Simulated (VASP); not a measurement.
# Sr2TlO2 (I4/mmm) in VASP: single point with PBE

Aim: the single point of Sr2TlO2 with PBE.

All numbers are computed with VASP 6.6.1; they aren't measurements. Logs are shortened: lines on timing, memory, paths and dates and some standing lists are left out, and cuts for length are marked.

## (1) The cell of the first run

The structure is tetragonal, space group I4/mmm (No. 139). Conventional cell: a = 4.878 Å, b = 4.878 Å, c = 12.484 Å, α = 90.00°, β = 90.00°, γ = 90.00°. Within 3.3 Å of Sr (site symmetry -4m2) lie 4 O at 2.47 Å. Tl (site symmetry 4/mmm) has 2 O at 2.72 Å within 3.6 Å. Within 3.3 Å of O (site symmetry 4mm) lie 4 Sr at 2.47 Å and 1 Tl at 2.72 Å.

## (2) Single point, PBE

The input, INCAR:

```
  ALGO = Normal
  EDIFF = 1E-6
  ENCUT = 600
  GGA = PE
  GGA_COMPAT = F
  ISIF = 2
  ISMEAR = 0
  LASPH = T
  LCHARG = F
  LREAL = F
  LWAVE = F
  NBANDS = 30
  NELM = 120
  PREC = Accurate
  SIGMA = 0.1
```

The input, KPOINTS:

```
k-points
0
Gamma
  12 12 12
```

The input, POSCAR:

```
Sr2TlO2
1.0
   -2.4387710668      2.4387710668      6.2421545906
    2.4387710668     -2.4387710668      6.2421545906
    2.4387710668      2.4387710668     -6.2421545906
Sr Tl O
2 1 2
Direct
    0.2500000000      0.7500000000      0.5000000000
    0.7500000000      0.2500000000      0.5000000000
    0.0000000000      0.0000000000      0.0000000000
    0.2175202398      0.2175202398      0.0000000000
    0.7824797602      0.7824797602      0.0000000000
```

Potentials or basis: VASP PAW PBE potentials, release 64 (Sr_sv, Tl_d, O).

Command:

```
> cat potpaw_PBE.64/Sr_sv/POTCAR potpaw_PBE.64/Tl_d/POTCAR potpaw_PBE.64/O/POTCAR > POTCAR
> mpirun -np 1 vasp_std > vasp.out
```

OUTCAR:

```text
EDIFF = 1E-6
   ENCUT = 600
   GGA = PE
   ISIF = 2
   ISMEAR = 0
   LASPH = T
   LREAL = F
   NELM = 120
   PREC = Accurate

 ion  position               nearest neighbor table
   1  0.250  0.750  0.500-   5 2.47   4 2.47   5 2.47   4 2.47   2 3.45   2 3.45   2 3.45   2 3.45
                             3 3.96   3 3.96   3 3.96   3 3.96
   2  0.750  0.250  0.500-   5 2.47   4 2.47   5 2.47   4 2.47   1 3.45   1 3.45   1 3.45   1 3.45
                             3 3.96   3 3.96   3 3.96   3 3.96
   3  0.000  0.000  0.000-   4 2.72   5 2.72   1 3.96   2 3.96   2 3.96   1 3.96   1 3.96   2 3.96
                             2 3.96   1 3.96
   4  0.218  0.218  0.000-   2 2.47   1 2.47   1 2.47   2 2.47   3 2.72
   5  0.782  0.782  0.000-   1 2.47   2 2.47   2 2.47   1 2.47   3 2.72

  LATTYP: Found a body centered tetragonal cell.
 ALAT       =     4.8775421336
 C/A-ratio  =     2.5595492236

  Lattice vectors:

 A1 = (  -2.4387710668,   2.4387710668,   6.2421545906)
 A2 = (   2.4387710668,  -2.4387710668,   6.2421545906)
 A3 = (   2.4387710668,   2.4387710668,  -6.2421545906)

Analysis of symmetry for initial positions (statically):
=====================================================================
 Subroutine PRICEL returns:
 Original cell was already a primitive cell.

 Routine SETGRP: Setting up the symmetry group for a
 body centered tetragonal supercell.

 Subroutine GETGRP returns: Found 16 space group operations
 (whereof 16 operations were pure point group operations)
 out of a pool of 16 trial point group operations.

The static configuration has the point symmetry D_4h.

Analysis of symmetry for dynamics (positions and initial velocities):
=====================================================================
 Subroutine PRICEL returns:
 Original cell was already a primitive cell.

 Routine SETGRP: Setting up the symmetry group for a
 body centered tetragonal supercell.

 Subroutine GETGRP returns: Found 16 space group operations
 (whereof 16 operations were pure point group operations)
 out of a pool of 16 trial point group operations.

The dynamic configuration has the point symmetry D_4h.

 Subroutine INISYM returns: Found 16 space group operations
 (whereof 16 operations are pure point group operations),
 and found     1 'primitive' translations

[... 98 lines left out ...]
   ENCUT  =  600.0 eV  44.10 Ry    6.64 a.u.  14.24 14.24 14.24*2*pi/ulx,y,z
   NELM   =    120;   NELMIN=  2; NELMDL= -5     # of ELM steps
   EDIFF  = 0.1E-05   stopping-criterion for ELM
   LREAL  =      F    real-space projection
   EDIFFG = 0.1E-04   stopping-criterion for IOM
   NSW    =      0    number of steps for IOM
   IBRION =     -1    ionic relax: 0-MD 1-quasi-New 2-CG
   NFREE  =      0    steps in history (QN), initial steepest desc. (CG)
   ISIF   =      2    stress and relaxation
   ISYM   =      2    0-nonsym 1-usesym 2-fastsym
   POTIM  = 0.5000    time-step for ionic-motion
   TEBEG  =    0.0;   TEEND  =   0.0 temperature during run
   PSTRESS=    0.0 pullay stress
   NELECT =      45.0000    total number of electrons
   NUPDOWN=      -1.0000    fix difference up-down
   EMIN   =  10.00;   EMAX   =-10.00  energy-range for DOS
   EFERMI =   0.00;   METHOD = LEGACY
   ISMEAR =     0;   SIGMA  =   0.10  broadening in eV -4-tet -1-fermi 0-gaus
   EFERMI_NEDOS =   21; number of points for ismear=-14 and -15
   IALGO  =     38    algorithm
   IMIX   =      4    mixing-type and parameters
     AMIX     =   0.40;   BMIX     =  1.00
     AMIX_MAG =   1.60;   BMIX_MAG =  1.00
  volume/ion in A,a.u.               =      29.70       200.43
  Fermi-wavevector in a.u.,A,eV,Ry     =   1.099597  2.077937 16.450983  1.209113
  Thomas-Fermi vector in A             =   2.235994
   LORBIT       =      0    0 simple, 1 ext, 2 COOP (PROOUT), +10 PAW based schemes
   GGA     = PE    functional components
   LHFCALC =     F    Hartree Fock is set to
   AEXX    =    0.0000 exact exchange contribution
   IVDW    =     0    specifies the selected vdW correction
   LEPSILON=     F    determine dielectric tensor
   LRPA    =     F    only Hartree local field effects (RPA)
 non-spin polarized calculation
 Gauss-broadening in eV      SIGMA  =   0.10
  energy-cutoff  :      600.00
  volume of cell :      148.50
 maximum number of plane-waves:      4980
 NGX is ok and might be reduce to    60
   NGX = 29   NGY = 29   NGZ = 29

 number of electron      45.0000001 magnetization

 Free energy of the ion-electron system (eV)
  ---------------------------------------------------
  ext. energy  EPLUGINS =         0.00000000
  ---------------------------------------------------
  free energy    TOTEN  =       -24.29300269 eV

  energy without entropy =      -24.28102635  energy(sigma->0) =      -24.28701452

 E-fermi :   1.9994     XC(G=0):  -7.9070

 val. band max:        1.9974050856   @ k =  -0.3333   0.5000   0.1667
 cond. band min:       2.0132718873   @ k =   0.4167   0.2500   0.1667
 fundamental gap:      0.0158668017
 Fermi energy:         1.9994406233

 k-point     1 :       0.0000    0.0000    0.0000
  band No.  band energies     occupation
      1     -32.6116      2.00000
      2     -32.4578      2.00000
      3     -15.2947      2.00000
      4     -14.9692      2.00000
      5     -14.9692      2.00000
      6     -14.8276      2.00000
[... 781 lines left out ...]
     29       7.0659      0.00000
     30       7.2505      0.00000

 [... further k-points ...]

------------------------ aborting loop because EDIFF is reached ----------------------------------------

  FORCE on cell =-STRESS in cart. coord.  units (eV):
  Direction    XX          YY          ZZ          XY          YZ          ZX
  --------------------------------------------------------------------------------------
  -------------------------------------------------------------------------------------
  Total        0.3404182      0.3404182     -0.0018028      0.0000000      0.0000000      0.0000000
  in kB        3.6727114      3.6727114     -0.0194502      0.0000000      0.0000000      0.0000000
  external PRESSURE =       2.4419909 kB  Pullay stress =       0.0000000 kB

 VOLUME and BASIS-vectors are now :
 -----------------------------------------------------------------------------
  energy-cutoff  :      600.00
  volume of cell :      148.50
      direct lattice vectors                 reciprocal lattice vectors
    -2.438771067  2.438771067  6.242154591     0.000000000  0.205021294  0.080100547
     2.438771067 -2.438771067  6.242154591     0.205021294  0.000000000  0.080100547
     2.438771067  2.438771067 -6.242154591     0.205021294  0.205021294  0.000000000

 POSITION                                       TOTAL-FORCE (eV/Angst)
 -----------------------------------------------------------------------------------
      2.43877      0.00000      3.12108        -0.000000     -0.000000     -0.000000
      0.00000      2.43877      3.12108        -0.000000     -0.000000     -0.000000
      0.00000      0.00000      0.00000        -0.000000     -0.000000     -0.000000
      0.00000      0.00000      2.71559        -0.000000     -0.000000     -0.026418
      0.00000      0.00000      9.76872         0.000000      0.000000      0.026418
 -----------------------------------------------------------------------------------
    total drift:                               -0.000000      0.000000     -0.000000

  FREE ENERGIE OF THE ION-ELECTRON SYSTEM (eV)
  ---------------------------------------------------
  free  energy   TOTEN  =       -24.2930026901 eV

  energy  without entropy=      -24.2810263492  energy(sigma->0) =      -24.28701452
```

stdout:

```text
POSCAR found type information on POSCAR SrTlO
 POSCAR found :  3 types and       5 ions
 scaLAPACK will be used
 LDA part: xc-table for (Slater+PW92), standard interpolation
 POSCAR, INCAR and KPOINTS ok, starting setup
 FFT: planning ... GRIDC
 FFT: planning ... GRID_SOFT
 FFT: planning ... GRID
 WAVECAR not read
 entering main loop
```

Wall time 46 min (1 thread of AMD EPYC 7R32 (Zen 2), shared host); peak memory 1.1 GiB.

What came out:

```
Free energy            : -24.2930 eV
Pressure               : 0.2 GPa
Largest force          : 0.026 eV/Å
Band gap on the k mesh : zero (an odd number of electrons rules out a gap without spin polarisation)
```

Forces on the atoms (eV/Å):
```
Sr   0.000  0.000  0.000
Sr   0.000  0.000  0.000
Tl   0.000  0.000  0.000
O    0.000  0.000 -0.026
O    0.000  0.000  0.026
```

Stress tensor (GPa, compression positive):
```
0.37 0.00 0.00
0.00 0.37 0.00
0.00 0.00 0.00
```

Caveat: spin-orbit coupling is left out, which moves the levels of the heavy elements.
